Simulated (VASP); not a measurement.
**Cu: single point with r2SCAN**

Crystal: Cu.

```
Cu
1.0
     0.00000    1.78959    1.78959
     1.78959    0.00000    1.78959
     1.78959    1.78959    0.00000
Cu
1
Direct
  0.00000 0.00000 0.00000
```

```json
{"Program": "VASP 6.6.1", "Task": "single point", "Functional": "r2SCAN", "Potentials or basis": "VASP PAW PBE potentials, release 64 (Cu)", "Cutoff": "520 eV", "k mesh": "26 × 26 × 26", "Occupations": "methfessel-paxton, width 0.1 eV", "Spin": "no spin polarisation", "Dipole correction": "no", "Further INCAR settings": "ALGO = Normal; EDIFF = 1e-06; NBANDS = 12"}
```

The pressure is 0.1 GPa and the band gap on the k mesh is zero (an odd number of electrons rules out a gap without spin polarisation).

Levels at points of the mesh, in eV from the Fermi level:
| k point | band 2 | band 3 | band 4 | band 5 | band 6 | band 7 | band 8 | band 9 | band 10 | band 11 |
| --- | --- | --- | --- | --- | --- | --- | --- | --- | --- | --- |
| (0.00, 0.00, 0.00) | -3.24 | -3.24 | -3.24 | -2.39 | -2.39 | 23.62 | 26.89 | 26.89 | 26.89 | 29.30 |
| (0.50, 0.00, 0.00) | -3.29 | -3.29 | -1.77 | -1.77 | -1.15 | 4.12 | 22.11 | 23.61 | 23.61 | 26.50 |
| (0.50, 0.50, 0.00) | -4.75 | -1.81 | -1.61 | -1.61 | 1.55 | 7.64 | 13.99 | 13.99 | 18.42 | 21.65 |

Wall time 6.5 min on 1 thread of Intel Xeon 8259CL, on a shared host, peak memory 0.19 GiB.

Caveat: the PAW data sets were made with another functional, which shifts forces and pressure a little.
